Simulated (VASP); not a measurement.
# Si4C (P-6m2) in VASP: a series of runs

Runs on Si4C. Level: PBE. Tasks: single point.

Program: VASP 6.6.1. These are calculated values, not measurements. Logs are shortened: lines on timing, memory, paths and dates and some standing lists are left out, and cuts for length are marked.

## 1. The cell of the first run

It takes space group P-6m2 (No. 187, hexagonal). The conventional cell has a = 3.079 Å, b = 3.079 Å, c = 17.023 Å, α = 90.00°, β = 90.00°, γ = 120.00°. Si (site symmetry 3m) has 1 C at 1.92 Å within 2.5 Å. Si (site symmetry -6m2) has 12 Si at 2.55 to 3.08 Å within 3.4 Å. Si (site symmetry 3m) has 3 C at 1.88 Å and 1 Si at 2.38 Å within 2.5 Å. Si (site symmetry 3m) has 12 Si at 2.50 to 3.08 Å within 3.3 Å. Within 3.1 Å of Si (site symmetry -6m2) lie 8 Si at 2.38 to 3.08 Å. Within 2.5 Å of C (site symmetry 3m) lie 4 Si at 1.88 to 1.92 Å.

## 2. Single point, PBE

INCAR reads:

```
SYSTEM = Si4C
PREC = Accurate
ENCUT = 520
EDIFF = 1E-6
ISMEAR = 0
SIGMA = 0.1
LREAL = .FALSE.
LASPH = .TRUE.
NELM = 80
ALGO = Normal
ISIF = 2
LWAVE = .FALSE.
LCHARG = .TRUE.
GGA = PE
LELF = .TRUE.
LVHAR = .TRUE.
NBANDS = 31
```

KPOINTS reads:

```
regular mesh
0
G
  6 6 2
  0 0 0
```

POSCAR reads:

```
Si4C
1.0
    3.0788488266     -0.0000000025      0.0000000000
   -1.5394244112      2.6663612995      0.0000000000
    0.0000000000      0.0000000000     17.0232757277
Si C
8 2
Direct
    0.3333333333      0.6666666667      0.7886444536
    0.3333333333      0.6666666667      0.0000000000
    0.3333333333      0.6666666667      0.2113555464
    0.6666666667      0.3333333333      0.6397859310
    0.6666666667      0.3333333333      0.8922127749
    0.6666666667      0.3333333333      0.1077872251
    0.6666666667      0.3333333333      0.3602140690
    0.6666666667      0.3333333333      0.5000000000
    0.3333333333      0.6666666667      0.6757028873
    0.3333333333      0.6666666667      0.3242971127
```

Potentials or basis: VASP PAW PBE potentials, release 64 (Si, C).

Command:

```
$ cat potpaw_PBE.64/Si/POTCAR potpaw_PBE.64/C/POTCAR > POTCAR
$ mpirun -np 1 vasp_std > vasp.out
```

OUTCAR:

```text
SYSTEM = Si4C
   PREC = Accurate
   ENCUT = 520
   EDIFF = 1E-6
   ISMEAR = 0
   LREAL = .FALSE.
   LASPH = .TRUE.
   NELM = 80
   ISIF = 2
   GGA = PE

 ion  position               nearest neighbor table
   1  0.333  0.667  0.789-   9 1.92   5 2.50   5 2.50   5 2.50   4 3.10   4 3.10   4 3.10
   2  0.333  0.667  0.000-   5 2.55   6 2.55   5 2.55   6 2.55   5 2.55   6 2.55
   3  0.333  0.667  0.211-  10 1.92   6 2.50   6 2.50   6 2.50   7 3.10   7 3.10   7 3.10
   4  0.667  0.333  0.640-   9 1.88   9 1.88   9 1.88   8 2.38   1 3.10   1 3.10   1 3.10
   5  0.667  0.333  0.892-   1 2.50   1 2.50   1 2.50   2 2.55   2 2.55   2 2.55
   6  0.667  0.333  0.108-   3 2.50   3 2.50   3 2.50   2 2.55   2 2.55   2 2.55
   7  0.667  0.333  0.360-  10 1.88  10 1.88  10 1.88   8 2.38   3 3.10   3 3.10   3 3.10
   8  0.667  0.333  0.500-   4 2.38   7 2.38
   9  0.333  0.667  0.676-   4 1.88   4 1.88   4 1.88   1 1.92
  10  0.333  0.667  0.324-   7 1.88   7 1.88   7 1.88   3 1.92

  LATTYP: Found a hexagonal cell.
 ALAT       =     3.0788488266
 C/A-ratio  =     5.5291041186

  Lattice vectors:

 A1 = (   3.0788488266,  -0.0000000025,   0.0000000000)
 A2 = (  -1.5394244112,   2.6663612995,   0.0000000000)
 A3 = (   0.0000000000,   0.0000000000,  17.0232757277)

Analysis of symmetry for initial positions (statically):
=====================================================================
 Subroutine PRICEL returns:
 Original cell was already a primitive cell.

 Routine SETGRP: Setting up the symmetry group for a
 hexagonal supercell.

 Subroutine GETGRP returns: Found 12 space group operations
 (whereof 12 operations were pure point group operations)
 out of a pool of 24 trial point group operations.

The static configuration has the point symmetry D_3h.

Analysis of symmetry for dynamics (positions and initial velocities):
=====================================================================
 Subroutine PRICEL returns:
 Original cell was already a primitive cell.

 Routine SETGRP: Setting up the symmetry group for a
 hexagonal supercell.

 Subroutine GETGRP returns: Found 12 space group operations
 (whereof 12 operations were pure point group operations)
 out of a pool of 24 trial point group operations.

The dynamic configuration has the point symmetry D_3h.

 Subroutine INISYM returns: Found 12 space group operations
 (whereof 12 operations are pure point group operations),
 and found     1 'primitive' translations

----------------------------------------------------------------------------------------

                                     Primitive cell

  volume of cell :     139.7496

  direct lattice vectors                    reciprocal lattice vectors
     3.078848827 -0.000000003  0.000000000     0.324796720  0.187521473  0.000000000
    -1.539424411  2.666361300  0.000000000     0.000000000  0.375042947  0.000000000
     0.000000000  0.000000000 17.023275728     0.000000000  0.000000000  0.058743101

  length of vectors
     3.078848827  3.078848827 17.023275728     0.375042947  0.375042947  0.058743101

  position of ions in fractional coordinates (direct lattice)
     0.333333333  0.666666667  0.788644454
     0.333333333  0.666666667  0.000000000
     0.333333333  0.666666667  0.211355546
     0.666666667  0.333333333  0.639785931
     0.666666667  0.333333333  0.892212775
     0.666666667  0.333333333  0.107787225
     0.666666667  0.333333333  0.360214069
     0.666666667  0.333333333  0.500000000
     0.333333333  0.666666667  0.675702887
     0.333333333  0.666666667  0.324297113

  ion indices of the primitive-cell ions
   primitive index   ion index
                 1           1
                 2           2
                 3           3
                 4           4
                 5           5
                 6           6
                 7           7
                 8           8
                 9           9
                10          10

----------------------------------------------------------------------------------------

 KPOINTS: regular mesh

Automatic generation of k-mesh.
 Grid dimensions read from file:
 generate k-points for:    6    6    2

 Generating k-lattice:

  Cartesian coordinates                     Fractional coordinates (reciprocal lattice)
     0.054132787  0.031253579  0.000000000     0.166666667  0.000000000  0.000000000
     0.000000000  0.062507158  0.000000000     0.000000000  0.166666667  0.000000000
     0.000000000  0.000000000  0.029371550     0.000000000  0.000000000  0.500000000

  Length of vectors
     0.062507158  0.062507158  0.029371550

  Shift w.r.t. Gamma in fractional coordinates (k-lattice)
     0.000000000  0.000000000  0.000000000

 Subroutine IBZKPT returns following result:
 ===========================================

 Found     14 irreducible k-points:

 Following reciprocal coordinates:
            Coordinates               Weight
  0.000000  0.000000  0.000000      1.000000
  0.166667  0.000000  0.000000      6.000000
  0.333333  0.000000  0.000000      6.000000
  0.500000 -0.000000  0.000000      3.000000
  0.166667  0.166667  0.000000      6.000000
  0.333333  0.166667  0.000000     12.000000
  0.333333  0.333333  0.000000      2.000000
  0.000000  0.000000  0.500000      1.000000
  0.166667  0.000000  0.500000      6.000000
  0.333333  0.000000  0.500000      6.000000
  0.500000 -0.000000  0.500000      3.000000
  0.166667  0.166667  0.500000      6.000000
  0.333333  0.166667  0.500000     12.000000
  0.333333  0.333333  0.500000      2.000000
   k-points           NKPTS =     14   k-points in BZ     NKDIM =     14   number of bands    NBANDS=     31
   number of dos      NEDOS =    301   number of ions     NIONS =     10
   total plane-waves  NPLWV =  73728
   dimension x,y,z NGX =    24 NGY =   24 NGZ =  128
   dimension x,y,z NGXF=    48 NGYF=   48 NGZF=  256
   ions per type =               8   2
   NGX,Y,Z   is equivalent  to a cutoff of  12.96, 12.96, 12.50 a.u.
   NGXF,Y,Z  is equivalent  to a cutoff of  25.92, 25.92, 25.00 a.u.
 SYSTEM =  Si4C
   PREC   = accura    normal or accurate (medium, high low for compatibility)
   ISTART =      0    job   : 0-new  1-cont  2-samecut
   ICHARG =      2    charge: 1-file 2-atom 10-const
   ISPIN  =      1    spin polarized calculation?
   LNONCOLLINEAR =      F non collinear calculations
   LSORBIT =      F    spin-orbit coupling
   LASPH  =      T    aspherical Exc in radial PAW
   ENCUT  =  520.0 eV  38.22 Ry    6.18 a.u.   5.72  5.72 31.65*2*pi/ulx,y,z
   NELM   =     80;   NELMIN=  2; NELMDL= -5     # of ELM steps
   EDIFF  = 0.1E-05   stopping-criterion for ELM
   LREAL  =      F    real-space projection
   EDIFFG = 0.1E-04   stopping-criterion for IOM
   NSW    =      0    number of steps for IOM
   IBRION =     -1    ionic relax: 0-MD 1-quasi-New 2-CG
   NFREE  =      0    steps in history (QN), initial steepest desc. (CG)
   ISIF   =      2    stress and relaxation
   ISYM   =      2    0-nonsym 1-usesym 2-fastsym
   POTIM  = 0.5000    time-step for ionic-motion
   TEBEG  =    0.0;   TEEND  =   0.0 temperature during run
   PSTRESS=    0.0 pullay stress
   NELECT =      40.0000    total number of electrons
   NUPDOWN=      -1.0000    fix difference up-down
   EMIN   =  10.00;   EMAX   =-10.00  energy-range for DOS
   EFERMI =   0.00;   METHOD = LEGACY
   ISMEAR =     0;   SIGMA  =   0.10  broadening in eV -4-tet -1-fermi 0-gaus
   EFERMI_NEDOS =   21; number of points for ismear=-14 and -15
   IALGO  =     38    algorithm
   IMIX   =      4    mixing-type and parameters
     AMIX     =   0.40;   BMIX     =  1.00
     AMIX_MAG =   1.60;   BMIX_MAG =  1.00
  volume/ion in A,a.u.               =      13.97        94.31
  Fermi-wavevector in a.u.,A,eV,Ry     =   1.078892  2.038810 15.837291  1.164008
  Thomas-Fermi vector in A             =   2.214843
   LORBIT       =      0    0 simple, 1 ext, 2 COOP (PROOUT), +10 PAW based schemes
   GGA     = PE    functional components
   LHFCALC =     F    Hartree Fock is set to
   AEXX    =    0.0000 exact exchange contribution
   IVDW    =     0    specifies the selected vdW correction
   LEPSILON=     F    determine dielectric tensor
   LRPA    =     F    only Hartree local field effects (RPA)
 non-spin polarized calculation
 Gauss-broadening in eV      SIGMA  =   0.10
  energy-cutoff  :      520.00
  volume of cell :      139.75
 maximum number of plane-waves:      3784
 NGX is ok and might be reduce to    24
   NGX = 11   NGY = 11   NGZ = 63

 number of electron      40.0000002 magnetization

 Free energy of the ion-electron system (eV)
  ---------------------------------------------------
  ext. energy  EPLUGINS =         0.00000000
  ---------------------------------------------------
  free energy    TOTEN  =       -58.02324901 eV

  energy without entropy =      -58.00751708  energy(sigma->0) =      -58.01538304

 E-fermi :   8.9299     XC(G=0): -10.8226

 val. band max:        8.9004439252   @ k =   0.5000  -0.0000   0.5000
 cond. band min:       8.9716834484   @ k =   0.3333   0.1667   0.5000
 fundamental gap:      0.0712395232
 Fermi energy:         8.9298518880

 k-point     1 :       0.0000    0.0000    0.0000
  band No.  band energies     occupation
      1      -7.0457      2.00000
      2      -6.9896      2.00000
      3      -4.8299      2.00000
      4      -3.8760      2.00000
      5      -2.6656      2.00000
      6      -1.4200      2.00000
[... 23 lines left out ...]
     30      14.5670      0.00000
     31      14.8902      0.00000

 k-point     2 :       0.1667    0.0000    0.0000
  band No.  band energies     occupation
      1      -6.5804      2.00000
      2      -6.5277      2.00000
      3      -4.2775      2.00000
      4      -3.3303      2.00000
      5      -2.1467      2.00000
      6      -0.9098      2.00000
[... 400 lines left out ...]
 k-point    14 :       0.3333    0.3333    0.5000
  band No.  band energies     occupation
      1      -3.4838      2.00000
      2      -3.4778      2.00000
      3      -0.3866      2.00000
      4      -0.1579      2.00000
      5       1.0555      2.00000
      6       1.1849      2.00000
[... 23 lines left out ...]
     30      13.3947      0.00000
     31      13.7814      0.00000

------------------------ aborting loop because EDIFF is reached ----------------------------------------

  FORCE on cell =-STRESS in cart. coord.  units (eV):
  Direction    XX          YY          ZZ          XY          YZ          ZX
  --------------------------------------------------------------------------------------
  -------------------------------------------------------------------------------------
  Total       -0.0795876     -0.0795876     -0.4135766      0.0000000      0.0000000     -0.0000000
  in kB       -0.9124429     -0.9124429     -4.7415027      0.0000000      0.0000000     -0.0000000
  external PRESSURE =      -2.1887961 kB  Pullay stress =       0.0000000 kB

 VOLUME and BASIS-vectors are now :
 -----------------------------------------------------------------------------
  energy-cutoff  :      520.00
  volume of cell :      139.75
      direct lattice vectors                 reciprocal lattice vectors
     3.078848827 -0.000000003  0.000000000     0.324796720  0.187521473  0.000000000
    -1.539424411  2.666361300  0.000000000     0.000000000  0.375042947  0.000000000
     0.000000000  0.000000000 17.023275728     0.000000000  0.000000000  0.058743101

 POSITION                                       TOTAL-FORCE (eV/Angst)
 -----------------------------------------------------------------------------------
      0.00000      1.77757     13.42531         0.000000      0.000000     -0.009700
      0.00000      1.77757      0.00000        -0.000000      0.000000      0.000000
      0.00000      1.77757      3.59796         0.000000     -0.000000      0.009700
      1.53942      0.88879     10.89125         0.000000     -0.000000      0.014822
      1.53942      0.88879     15.18838         0.000000      0.000000     -0.009856
      1.53942      0.88879      1.83489         0.000000     -0.000000      0.009856
      1.53942      0.88879      6.13202         0.000000     -0.000000     -0.014822
      1.53942      0.88879      8.51164        -0.000000      0.000000      0.000000
      0.00000      1.77757     11.50268        -0.000000      0.000000     -0.010488
      0.00000      1.77757      5.52060        -0.000000      0.000000      0.010488
 -----------------------------------------------------------------------------------
    total drift:                                0.000000     -0.000000     -0.000000

  FREE ENERGIE OF THE ION-ELECTRON SYSTEM (eV)
  ---------------------------------------------------
  free  energy   TOTEN  =       -58.0232490133 eV

  energy  without entropy=      -58.0075170760  energy(sigma->0) =      -58.01538304
```

Wall time 63 s (1 thread of Intel Xeon 6975P-C (Granite Rapids), shared host); peak memory 0.25 GiB.

Results:

```yaml
Free_energy: -58.0232 eV
Pressure: -0.2 GPa
Largest_force: 0.015 eV/Å
Band_gap_on_the_k_mesh: zero (band 20 reaches 13.01 eV, above the bottom of band 21 at 6.57 eV)
```

Forces on the atoms (eV/Å):
```
Si   0.000  0.000 -0.010
Si   0.000  0.000  0.000
Si   0.000  0.000  0.010
Si   0.000  0.000  0.015
Si   0.000  0.000 -0.010
Si   0.000  0.000  0.010
Si   0.000  0.000 -0.015
Si   0.000  0.000  0.000
C    0.000  0.000 -0.010
C    0.000  0.000  0.010
```

Stress tensor (GPa, compression positive):
```
-0.09  0.00  0.00
 0.00 -0.09  0.00
 0.00  0.00 -0.47
```

Caveat: the k points lie up to 0.39 Å⁻¹ apart.

[end of part 1 of 2]
